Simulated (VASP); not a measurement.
# LiF (Fm-3m) in VASP: single point with r2SCAN

Aim: the single point of LiF with r2SCAN.

All numbers are computed with VASP 6.6.1; they aren't measurements. Logs are shortened: lines on timing, memory, paths and dates and some standing lists are left out, and cuts for length are marked.

### Step 1. The cell of the first run

It takes space group Fm-3m (No. 225, cubic). Conventional cell: a = 4.350 Å, b = 4.350 Å, c = 4.350 Å, α = 90.00°, β = 90.00°, γ = 90.00°. Li (site symmetry m-3m) has 6 F at 2.18 Å within 2.9 Å. F (site symmetry m-3m) has 6 Li at 2.18 Å within 2.9 Å.

### Step 2. Single point, r2SCAN (strain +0.080 along x and y, +0.080 along z)

Contents of POSCAR:

```
LiF
1.0
    0.0000000000      2.1751200000      2.1751200000
    2.1751200000      0.0000000000      2.1751200000
    2.1751200000      2.1751200000      0.0000000000
Li F
1 1
Direct
    0.0000000000      0.0000000000      0.0000000000
    0.5000000000      0.5000000000      0.5000000000
```

Contents of INCAR.step1:

```
PREC = Accurate
ENCUT = 1490
ISMEAR = 0
SIGMA = 0.05
LREAL = False
LASPH = True
NELM = 120
NBANDS = 12
GGA = PE
ALGO = Normal
EDIFF = 1E-5
LWAVE = True
LCHARG = False
GGA_COMPAT = False
```

Contents of INCAR.step2:

```
PREC = Accurate
ENCUT = 1490
EDIFF = 1E-6
ISMEAR = 0
SIGMA = 0.05
LREAL = False
LASPH = True
NELM = 120
ALGO = Normal
ISIF = 2
LWAVE = False
LCHARG = True
METAGGA = R2SCAN
LMIXTAU = True
LELF = True
LVHAR = True
NBANDS = 12
ISTART = 1
GGA_COMPAT = False
```

Contents of KPOINTS:

```
regular mesh
0
Gamma
  10 10 10
```

Potentials or basis: VASP PAW PBE potentials, release 64 (Li_sv, F_h).

On the command line:

```bash
$ cat potpaw_PBE.64/Li_sv/POTCAR potpaw_PBE.64/F_h/POTCAR > POTCAR
$ cp INCAR.step1 INCAR
$ mpirun -np 1 vasp_std > vasp.out
$ cp INCAR.step2 INCAR
$ mpirun -np 1 vasp_std > vasp.out
```

OUTCAR:

```text
PREC = Accurate
   ENCUT = 1490
   EDIFF = 1E-6
   ISMEAR = 0
   LREAL = False
   LASPH = True
   NELM = 120
   ISIF = 2
   METAGGA = R2SCAN
   ISTART = 1

 ion  position               nearest neighbor table
   1  0.000  0.000  0.000-
   2  0.500  0.500  0.500-

  LATTYP: Found a face centered cubic cell.
 ALAT       =     4.3502400000

  Lattice vectors:

 A1 = (   0.0000000000,   2.1751200000,   2.1751200000)
 A2 = (   2.1751200000,   0.0000000000,   2.1751200000)
 A3 = (   2.1751200000,   2.1751200000,   0.0000000000)

Analysis of symmetry for initial positions (statically):
=====================================================================
 Subroutine PRICEL returns:
 Original cell was already a primitive cell.

 Routine SETGRP: Setting up the symmetry group for a
 face centered cubic supercell.

 Subroutine GETGRP returns: Found 48 space group operations
 (whereof 48 operations were pure point group operations)
 out of a pool of 48 trial point group operations.

The static configuration has the point symmetry O_h .

Analysis of symmetry for dynamics (positions and initial velocities):
=====================================================================
 Subroutine PRICEL returns:
 Original cell was already a primitive cell.

 Routine SETGRP: Setting up the symmetry group for a
 face centered cubic supercell.

 Subroutine GETGRP returns: Found 48 space group operations
 (whereof 48 operations were pure point group operations)
 out of a pool of 48 trial point group operations.

The dynamic configuration has the point symmetry O_h .

 Subroutine INISYM returns: Found 48 space group operations
 (whereof 48 operations are pure point group operations),
 and found     1 'primitive' translations

----------------------------------------------------------------------------------------

                                     Primitive cell

  volume of cell :      20.5816

  direct lattice vectors                    reciprocal lattice vectors
     0.000000000  2.175120000  2.175120000    -0.229872375  0.229872375  0.229872375
     2.175120000  0.000000000  2.175120000     0.229872375 -0.229872375  0.229872375
     2.175120000  2.175120000  0.000000000     0.229872375  0.229872375 -0.229872375

  length of vectors
     3.076084204  3.076084204  3.076084204     0.398150633  0.398150633  0.398150633

  position of ions in fractional coordinates (direct lattice)
     0.000000000  0.000000000  0.000000000
     0.500000000  0.500000000  0.500000000

  ion indices of the primitive-cell ions
   primitive index   ion index
                 1           1
                 2           2

----------------------------------------------------------------------------------------

 KPOINTS: regular mesh

Automatic generation of k-mesh.
 Grid dimensions read from file:
 generate k-points for:   10   10   10

 Generating k-lattice:

  Cartesian coordinates                     Fractional coordinates (reciprocal lattice)
    -0.022987237  0.022987237  0.022987237     0.100000000  0.000000000  0.000000000
     0.022987237 -0.022987237  0.022987237     0.000000000  0.100000000  0.000000000
     0.022987237  0.022987237 -0.022987237     0.000000000  0.000000000  0.100000000

  Length of vectors
     0.039815063  0.039815063  0.039815063

  Shift w.r.t. Gamma in fractional coordinates (k-lattice)
     0.000000000  0.000000000  0.000000000

 Subroutine IBZKPT returns following result:
 ===========================================

 Found     47 irreducible k-points:

 Following reciprocal coordinates:
            Coordinates               Weight
  0.000000  0.000000  0.000000      1.000000
  0.100000  0.000000  0.000000      8.000000
  0.200000  0.000000  0.000000      8.000000
  0.300000  0.000000  0.000000      8.000000
  0.400000  0.000000  0.000000      8.000000
  0.500000  0.000000  0.000000      4.000000
[... 16 lines left out ...]
  0.300000  0.300000  0.000000      6.000000
  0.400000  0.300000  0.000000     24.000000
 [... further k-points ...]
   k-points           NKPTS =     47   k-points in BZ     NKDIM =     47   number of bands    NBANDS=     12
   number of dos      NEDOS =    301   number of ions     NIONS =      2
   total plane-waves  NPLWV =  64000
   dimension x,y,z NGX =    40 NGY =   40 NGZ =   40
   dimension x,y,z NGXF=    80 NGYF=   80 NGZF=   80
   ions per type =               1   1
   NGX,Y,Z   is equivalent  to a cutoff of  21.62, 21.62, 21.62 a.u.
   NGXF,Y,Z  is equivalent  to a cutoff of  43.24, 43.24, 43.24 a.u.
 SYSTEM =  unknown system
   PREC   = accura    normal or accurate (medium, high low for compatibility)
   ISTART =      1    job   : 0-new  1-cont  2-samecut
   ICHARG =      0    charge: 1-file 2-atom 10-const
   ISPIN  =      1    spin polarized calculation?
   LNONCOLLINEAR =      F non collinear calculations
   LSORBIT =      F    spin-orbit coupling
   LASPH  =      T    aspherical Exc in radial PAW
   ENCUT  = 1490.0 eV 109.51 Ry   10.46 a.u.   9.68  9.68  9.68*2*pi/ulx,y,z
   NELM   =    120;   NELMIN=  2; NELMDL=  0     # of ELM steps
   EDIFF  = 0.1E-05   stopping-criterion for ELM
   LREAL  =      F    real-space projection
   EDIFFG = 0.1E-04   stopping-criterion for IOM
   NSW    =      0    number of steps for IOM
   IBRION =     -1    ionic relax: 0-MD 1-quasi-New 2-CG
   NFREE  =      0    steps in history (QN), initial steepest desc. (CG)
   ISIF   =      2    stress and relaxation
   ISYM   =      2    0-nonsym 1-usesym 2-fastsym
   POTIM  = 0.5000    time-step for ionic-motion
   TEBEG  =    0.0;   TEEND  =   0.0 temperature during run
   PSTRESS=    0.0 pullay stress
   NELECT =      10.0000    total number of electrons
   NUPDOWN=      -1.0000    fix difference up-down
   EMIN   =  10.00;   EMAX   =-10.00  energy-range for DOS
   EFERMI =   0.00;   METHOD = LEGACY
   ISMEAR =     0;   SIGMA  =   0.05  broadening in eV -4-tet -1-fermi 0-gaus
   EFERMI_NEDOS =   21; number of points for ismear=-14 and -15
   IALGO  =     38    algorithm
   IMIX   =      4    mixing-type and parameters
     AMIX     =   0.40;   BMIX     =  1.00
     AMIX_MAG =   1.60;   BMIX_MAG =  1.00
  volume/ion in A,a.u.               =      10.29        69.45
  Fermi-wavevector in a.u.,A,eV,Ry     =   1.287009  2.432095 22.536586  1.656392
  Thomas-Fermi vector in A             =   2.419049
   LORBIT       =      0    0 simple, 1 ext, 2 COOP (PROOUT), +10 PAW based schemes
   METAGGA = R2SCAN    functional components
   LHFCALC =     F    Hartree Fock is set to
   AEXX    =    0.0000 exact exchange contribution
   IVDW    =     0    specifies the selected vdW correction
   LEPSILON=     F    determine dielectric tensor
   LRPA    =     F    only Hartree local field effects (RPA)
 non-spin polarized calculation
 Gauss-broadening in eV      SIGMA  =   0.05
  energy-cutoff  :     1490.00
  volume of cell :       20.58
 maximum number of plane-waves:      2733
   NGX = 19   NGY = 19   NGZ = 19

 number of electron      10.0000000 magnetization

 Free energy of the ion-electron system (eV)
  ---------------------------------------------------
  ext. energy  EPLUGINS =         0.00000000
  ---------------------------------------------------
  free energy    TOTEN  =       -11.68389610 eV

  energy without entropy =      -11.68389610  energy(sigma->0) =      -11.68389610

 E-fermi :  -2.1398     XC(G=0):  -9.3671

 val. band max:       -2.4049069860   @ k =   0.0000   0.0000   0.0000
 cond. band min:       5.8974972293   @ k =   0.0000   0.0000   0.0000
 fundamental gap:      8.3024042153
 Fermi energy:        -2.1397865872

 k-point     1 :       0.0000    0.0000    0.0000
  band No.  band energies     occupation
      1     -45.0540      2.00000
      2     -22.9628      2.00000
      3      -2.4049      2.00000
      4      -2.4049      2.00000
      5      -2.4049      2.00000
      6       5.8975      0.00000
      7      20.4404      0.00000
      8      20.4404      0.00000
      9      20.4404      0.00000
     10      20.8492      0.00000
     11      20.8492      0.00000
     12      20.8492      0.00000

 k-point     2 :       0.1000    0.0000    0.0000
  band No.  band energies     occupation
      1     -45.0521      2.00000
      2     -22.9384      2.00000
      3      -2.6205      2.00000
      4      -2.4217      2.00000
      5      -2.4217      2.00000
      6       6.1792      0.00000
      7      18.0109      0.00000
      8      19.3599      0.00000
      9      19.3599      0.00000
     10      21.7024      0.00000
     11      21.7791      0.00000
     12      21.7791      0.00000

 k-point     3 :       0.2000    0.0000    0.0000
  band No.  band energies     occupation
      1     -45.0471      2.00000
      2     -22.8739      2.00000
      3      -3.1368      2.00000
      4      -2.4651      2.00000
      5      -2.4651      2.00000
      6       6.8596      0.00000
      7      15.6557      0.00000
      8      18.0760      0.00000
      9      18.0760      0.00000
     10      22.4694      0.00000
     11      22.9488      0.00000
     12      22.9488      0.00000
[... 286 lines left out ...]
 k-point    23 :       0.3000    0.3000    0.0000
  band No.  band energies     occupation
      1     -45.0371      2.00000
      2     -22.7166      2.00000
      3      -3.7913      2.00000
      4      -2.8728      2.00000
      5      -2.8728      2.00000
      6       8.8953      0.00000
      7      15.1578      0.00000
      8      15.8291      0.00000
      9      17.0246      0.00000
     10      17.0246      0.00000
     11      28.6061      0.00000
     12      29.9733      0.00000

 k-point    24 :       0.4000    0.3000    0.0000
  band No.  band energies     occupation
      1     -45.0333      2.00000
      2     -22.6553      2.00000
      3      -4.0776      2.00000
      4      -3.0216      2.00000
      5      -2.9437      2.00000
      6       9.7425      0.00000
      7      13.9766      0.00000
      8      15.2356      0.00000
      9      16.7881      0.00000
     10      17.7817      0.00000
     11      28.1388      0.00000
     12      30.0923      0.00000

 [... further k-points ...]

------------------------ aborting loop because EDIFF is reached ----------------------------------------

  FORCE on cell =-STRESS in cart. coord.  units (eV):
  Direction    XX          YY          ZZ          XY          YZ          ZX
  --------------------------------------------------------------------------------------
  -------------------------------------------------------------------------------------
  Total       -1.6352681     -1.6352681     -1.6352681      0.0000000     -0.0000000      0.0000000
  in kB     -127.2975029   -127.2975029   -127.2975029      0.0000000     -0.0000000      0.0000000
  external PRESSURE =    -127.2975029 kB  Pullay stress =       0.0000000 kB

 VOLUME and BASIS-vectors are now :
 -----------------------------------------------------------------------------
  energy-cutoff  :     1490.00
  volume of cell :       20.58
      direct lattice vectors                 reciprocal lattice vectors
     0.000000000  2.175120000  2.175120000    -0.229872375  0.229872375  0.229872375
     2.175120000  0.000000000  2.175120000     0.229872375 -0.229872375  0.229872375
     2.175120000  2.175120000  0.000000000     0.229872375  0.229872375 -0.229872375

 POSITION                                       TOTAL-FORCE (eV/Angst)
 -----------------------------------------------------------------------------------
      0.00000      0.00000      0.00000        -0.000000     -0.000000     -0.000000
      2.17512      2.17512      2.17512         0.000000      0.000000      0.000000
 -----------------------------------------------------------------------------------
    total drift:                                0.000000     -0.000000      0.000000

  FREE ENERGIE OF THE ION-ELECTRON SYSTEM (eV)
  ---------------------------------------------------
  free  energy   TOTEN  =       -11.6838961005 eV

  energy  without entropy=      -11.6838961005  energy(sigma->0) =      -11.68389610
```

Wall time 3.2 min (1 thread of Intel Xeon Platinum 8259CL at 2.50GHz (Skylake/Cascade Lake), shared host); peak memory 0.27 GiB.

Results:

| Item | Value |
| --- | --- |
| Free energy | -11.6839 eV |
| Pressure | -12.7 GPa |
| Band gap on the k mesh | 8.30 eV |

Caveat: the cell differs from its parent crystal (strain +0.080 along x and y, +0.080 along z); the cell stands under tension; the PAW data sets were made with another functional, which shifts forces and pressure a little. A k mesh can miss the band edges.
